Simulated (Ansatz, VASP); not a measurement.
## MgBe5ZnCdTe8: VASP beside Ansatz

INCAR

```
SYSTEM = MgBe5ZnCdTe8
ALGO = Normal
EDIFF = 1E-6
ENCUT = 520
GGA = PS
ISIF = 2
ISMEAR = 0
LASPH = .TRUE.
LCHARG = .FALSE.
LREAL = Auto
LWAVE = .FALSE.
NBANDS = 56
NELM = 80
PREC = Accurate
SIGMA = 0.02
```

The input KPOINTS:

```
k-points
0
G
  4 3 3
  0 0 0
```

Contents of POSCAR:

```
MgBe5ZnCdTe8
1.0
   -0.0007180000     -0.0041110000     -6.8699830000
    4.1103140000      7.1926770000      0.0048200000
    4.1266860000     -7.2022740000     -0.0039160000
Be Mg Zn Cd Te
5 1 1 1 8
Direct
    0.9987504191      0.1614081380      0.3325304598
    0.9970413010      0.1695574423      0.8310701706
    0.9979688708      0.6724980749      0.3286574206
    0.9990369342      0.6686269570      0.8397980696
    0.5013101267      0.8348010723      0.1659431714
    0.4889820523      0.8271963765      0.6652078995
    0.4934433341      0.3363630543      0.6671022914
    0.4865926278      0.3365960360      0.1730228842
    0.6416524398      0.1457236330      0.3325191099
    0.6477614691      0.1699673014      0.8249230786
    0.6451895073      0.6870709016      0.3211374562
    0.6421095327      0.6713636343      0.8557343352
    0.1111403623      0.3351076912      0.6659808820
    0.0870054784      0.3344617447      0.1682676068
    0.0911056606      0.8321960415      0.6662975060
    0.1362283937      0.8346453929      0.1662401213
```

Input for Ansatz:

```yaml
crystal:
  lattice:
    - [-0.000718, -0.004111, -6.869983]
    - [4.110314, 7.192677, 0.00482]
    - [4.126686, -7.202274, -0.003916]
  atoms:
    - { symbol: Be, position: [0.9987504191, 0.161408138, 0.3325304598] }
    - { symbol: Be, position: [0.997041301, 0.1695574423, 0.8310701706] }
    - { symbol: Be, position: [0.9979688708, 0.6724980749, 0.3286574206] }
    - { symbol: Be, position: [0.9990369342, 0.668626957, 0.8397980696] }
    - { symbol: Be, position: [0.5013101267, 0.8348010723, 0.1659431714] }
    - { symbol: Mg, position: [0.4889820523, 0.8271963765, 0.6652078995] }
    - { symbol: Zn, position: [0.4934433341, 0.3363630543, 0.6671022914] }
    - { symbol: Cd, position: [0.4865926278, 0.336596036, 0.1730228842] }
    - { symbol: Te, position: [0.6416524398, 0.145723633, 0.3325191099] }
    - { symbol: Te, position: [0.6477614691, 0.1699673014, 0.8249230786] }
    - { symbol: Te, position: [0.6451895073, 0.6870709016, 0.3211374562] }
    - { symbol: Te, position: [0.6421095327, 0.6713636343, 0.8557343352] }
    - { symbol: Te, position: [0.1111403623, 0.3351076912, 0.665980882] }
    - { symbol: Te, position: [0.0870054784, 0.3344617447, 0.1682676068] }
    - { symbol: Te, position: [0.0911056606, 0.8321960415, 0.666297506] }
    - { symbol: Te, position: [0.1362283937, 0.8346453929, 0.1662401213] }
basis:
  ecutwfc: 420
kpoints:
  mp_grid: { grid: [4, 3, 3] }
hamiltonian:
  xc: pbesol
scf:
  occupations: { method: gaussian, width: 0.02 }
  n_extra_bands: 8
output:
  forces: true
  stress: true
  eigenvalues: true
  populations: true
  dos:
    method: { smearing: { sigma: 0.1, scheme: gaussian } }
    projected: true
    de: 0.02
  write_density: true
  write_potential: true
  elf: true
  volumetric_format: npy
```

Alike in both runs: task single point; functional PBEsol; k mesh 4 × 3 × 3; occupations gaussian, width 0.02 eV; no spin polarisation.

|  | VASP | Ansatz |
| --- | --- | --- |
| version | VASP 6.6.1 | Ansatz 0.2.0 |
| potentials or method | VASP PAW PBE potentials, release 64 (Be, Mg, Zn, Cd, Te), cutoff 520 eV | scalar-relativistic, plane waves, PAW |
| valence electrons in the cell | 84 | 180 |

Ansatz gave:

| Item | Value |
| --- | --- |
| gap on the k mesh at the Fermi level (eV) | 1.69 |
| least direct gap on the mesh (eV) | 1.82 |
| pressure (GPa) | 0.0 |
| traceless stress, the component that is largest in VASP (GPa) | 0.09 |
| rms of the force components (eV/Å) | 0.007 |

Q: Estimate VASP's values.

A: gap on the k mesh at the Fermi level (eV): 1.68; least direct gap on the mesh (eV): 1.80; pressure (GPa): 0.2; traceless stress, the component that is largest in VASP (GPa): 0.09; rms of the force components (eV/Å): 0.009.

VASP's potentials were made for PBE, not for PBEsol. Atom by atom the forces differ by 0.006 eV/Å (rms over components). The functional is the same, so the differences come from potentials, cutoffs and numerics. VASP's potentials hold 84 valence electrons a cell and Ansatz's 180, so a difference there can come from the potentials and not from the codes.

Neither program's run includes spin-orbit coupling.
